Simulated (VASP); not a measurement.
Here is a VASP 6.6.1 calculation.

INCAR

```
SYSTEM = TaN
PREC     = Accurate       ! precision mode
ENCUT    = 520            ! plane-wave cutoff, eV
EDIFF    = 1E-6           ! SCF threshold, eV
ISMEAR   = 0              ! smearing method
SIGMA    = 0.1            ! smearing width, eV
LREAL    = .False.        ! projectors in reciprocal space
LASPH    = .True.         ! aspherical terms in the spheres
NELM     = 100            ! most SCF steps
ALGO     = Normal         ! electronic algorithm
ISIF     = 2              ! what is computed and relaxed
LWAVE    = .False.        ! write WAVECAR
LCHARG   = .False.        ! write CHGCAR
GGA      = PS             ! functional
NBANDS   = 24             ! bands
```

The input KPOINTS:

```
Automatic mesh
0
Gamma
  18 18 8
  0 0 0
```

POSCAR

```
TaN
1.0
    2.8894657420      0.0000000000      0.0000000000
   -1.4447328710      2.5023507359      0.0000000000
    0.0000000000      0.0000000000      5.8607958051
Ta N
2 2
Direct
    0.0000000000      0.0000000000      0.0000000000
    0.0000000000      0.0000000000      0.5000000000
    0.3333333333      0.6666666667      0.2500000000
    0.6666666667      0.3333333333      0.7500000000
```

Potentials or basis: VASP PAW PBE potentials, release 64 (Ta_pv, N).

Launch:

```bash
$ cat potpaw_PBE.64/Ta_pv/POTCAR potpaw_PBE.64/N/POTCAR > POTCAR
$ mpirun -np 1 vasp_std > vasp.out
```

What does it give for the band gap on the k mesh?

Zero (band 16 reaches 8.83 eV, above the bottom of band 17 at 7.80 eV).

What does it give for the pressure?

0.9 GPa.

Stress tensor (GPa, compression positive):
```
0.87 0.00 0.00
0.00 0.87 0.00
0.00 0.00 0.99
```

Caveat: the PAW data sets were made with another functional, which shifts forces and pressure a little; spin-orbit coupling is left out, which moves the levels of the heavy elements.
